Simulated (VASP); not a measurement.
Input of a VASP 6.6.1 run:

File INCAR:

```
SYSTEM = C
  PREC = Accurate
  ENCUT = 600
  EDIFF = 1E-6
  ISMEAR = 0
  SIGMA = 0.15
  LREAL = .FALSE.
  LASPH = .TRUE.
  NELM = 120
  ALGO = Normal
  ISIF = 2
  LWAVE = .FALSE.
  LCHARG = .TRUE.
  GGA = PS
  IVDW = 12
  LELF = .TRUE.
  LVHAR = .TRUE.
  NBANDS = 16
  GGA_COMPAT = .FALSE.
```

File KPOINTS:

```
regular mesh
0
G
  18 12 10
  0 0 0
```

The input POSCAR:

```
C
1.0
   -2.4576582504      0.0000000000      0.0000000000
    0.0000000000      0.0000000000     -3.5294825081
    0.0000000000     -4.2567889574      0.0000000000
C
4
Direct
    0.5000000000      0.0000000000      0.1666666667
    0.0000000000      0.0000000000      0.6666666667
    0.0000000000      0.0000000000      0.3333333333
    0.5000000000      0.0000000000      0.8333333333
```

Potentials or basis: VASP PAW PBE potentials, release 64 (C).

The run is started by

```sh
$ cat potpaw_PBE.64/C/POTCAR > POTCAR
$ mpirun -np 1 vasp_std > vasp.out
```

Q: Predict the band gap on the k mesh.

A: Zero (bands 8 and 9 overlap by 1.01 eV).

Q: Predict the pressure.

A: 0.3 GPa.

Q: What does it give for the largest force?

A: 0.004 eV/Å.

Q: Predict the dispersion energy per atom.

A: -0.105 eV.

Forces in eV/Å, atoms in the order of the input:
```
C    0.000 -0.004  0.000
C    0.000 -0.004  0.000
C    0.000  0.004  0.000
C    0.000  0.004  0.000
```

Caveat: the PAW data sets were made with another functional, which shifts forces and pressure a little.
